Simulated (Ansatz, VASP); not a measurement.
**One calculation of Pt, two programs**

```
CELL_PARAMETERS angstrom
-1.52085 1.52085 1.71096
1.52085 -1.52085 1.71096
1.52085 1.52085 -1.71096
ATOMIC_POSITIONS crystal
Pt 0.00000 0.00000 0.00000
```

Change from the starting cell: strain -0.040 along x and y, +0.080 along z, atoms carried along.

Alike in both runs: task single point; functional PBE; k mesh 22 × 22 × 22; occupations gaussian, width 0.15 eV; no spin polarisation.

|  | VASP | Ansatz |
| --- | --- | --- |
| version | VASP 6.6.1 | Ansatz 0.2.0 |
| potentials or method | VASP PAW PBE potentials, release 64 (Pt), cutoff 520 eV | scalar-relativistic, plane waves, PAW |
| valence electrons in the cell | 10 | 18 |

Ansatz gave:

```
gap on the k mesh at the Fermi level (eV)                     : none
pressure (GPa)                                                : -0.7
traceless stress, the component that is largest in VASP (GPa) : 4.03
```

Problem. What did VASP give for the same quantities?

Solution. gap on the k mesh at the Fermi level (eV): none; pressure (GPa): -1.1; traceless stress, the component that is largest in VASP (GPa): 4.01.

A gap of «none» marks a metal or a gap that the smearing closes. With one functional, cell and mesh, what is left measures potentials, basis and numerics. VASP's potentials hold 10 valence electrons a cell and Ansatz's 18, so a difference there can come from the potentials and not from the codes.

Neither program's run includes spin-orbit coupling.
